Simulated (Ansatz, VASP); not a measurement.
Rh: VASP beside Ansatz

```
CELL_PARAMETERS angstrom
0.00000 1.89785 1.89785
1.89785 0.00000 1.89785
1.89785 1.89785 0.00000
ATOMIC_POSITIONS crystal
Rh 0.00000 0.00000 0.00000
```

Alike in both runs: task relaxation of cell and atoms; functional r2SCAN; k mesh 12 × 12 × 12; occupations fermi-dirac, width 0.05 eV; no spin polarisation.

```csv
,VASP,Ansatz
version,VASP 6.6.1,Ansatz 0.2.0
potentials or method,"VASP PAW PBE potentials, release 64 (Rh_pv)",Ansatz PAW
plane-wave cutoff (eV),600,500
valence electrons in the cell,15,17
```

|  | VASP | Ansatz | Ansatz less VASP |
| --- | --- | --- | --- |
| gap on the k mesh at the Fermi level, each at its own relaxed structure (eV) | none | none | - |
| relaxed volume (Å³/atom) | 13.76 | 13.71 | -0.054 |
| relaxed length of the cell vector where the two differ most in proportion (Å) | 2.690 | 2.686 | -0.0035 |

VASP's potentials were made for PBE, not for r2SCAN. A gap of «none» marks a metal or a gap that the smearing closes. VASP's potentials hold 15 valence electrons a cell and Ansatz's 17, so a difference there can come from the potentials and not from the codes.

Noted on Ansatz's run: the plane-wave basis is chosen anew once the cell has moved, so the energies of steps on either side of that aren't comparable.
